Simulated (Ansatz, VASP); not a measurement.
**Two plane-wave programs on Al**

The input INCAR:

```
SYSTEM = Al
ALGO = Normal
EDIFF = 1E-7
ENCUT = 520
GGA = RE
ISIF = 2
ISMEAR = -1
LASPH = .True.
LCHARG = .True.
LELF = .True.
LREAL = .False.
LVHAR = .True.
LWAVE = .False.
NBANDS = 10
NELM = 80
PREC = Accurate
SIGMA = 0.1
```

KPOINTS

```
k-points
0
Gamma
  18 18 12
  0 0 0
```

File POSCAR:

```
Al
1.0
   -3.4017509644      2.9809375729      1.4138841996
    2.9809375729     -3.4017509644      1.4138841996
    2.4724665595      2.4724665595     -2.1846046969
Al
2
Direct
    0.9895493806      0.0104506194      0.0000000000
    0.7604506194      0.2395493806      0.5000000000
```

Input for Ansatz:

```yaml
crystal:
  lattice:
    - [-3.4017509644, 2.9809375729, 1.4138841996]
    - [2.9809375729, -3.4017509644, 1.4138841996]
    - [2.4724665595, 2.4724665595, -2.1846046969]
  atoms:
    - { symbol: Al, position: [0.9895493806, 0.0104506194, 0.0] }
    - { symbol: Al, position: [0.7604506194, 0.2395493806, 0.5] }
hamiltonian:
  xc: revpbe
  pseudopotentials:
    kind: paw
    azcp:
      Al: "pseudopotentials/Al.paw.azcp"
basis:
  ecutwfc: 420
  fft_grid_basis: typed
kpoints:
  mp_grid: { grid: [18, 18, 12], shift: [0, 0, 0] }
magnetization:
  spin_polarized: false
scf:
  occupations: { method: fermi_dirac, width: 0.1 }
  lower_state_search: "off"
output:
  stress: true
```

Alike in both runs: task single point; functional revPBE; k mesh 18 × 18 × 12; occupations fermi-dirac, width 0.1 eV; no spin polarisation.

```csv
,VASP,Ansatz
version,VASP 6.6.1,Ansatz 0.2.0
potentials or method,"VASP PAW PBE potentials, release 64 (Al), cutoff 520 eV","plane waves (420 eV) with PAW, scalar-relativistic"
valence electrons in the cell,6,6
```

|  | VASP | Ansatz | Ansatz less VASP |
| --- | --- | --- | --- |
| pressure (GPa) | -4.7 | -4.6 | +0.11 |
| traceless stress, the component that is largest in VASP (GPa) | 0.25 | 0.25 | -0.007 |

VASP's potentials were made for PBE, not for revPBE.
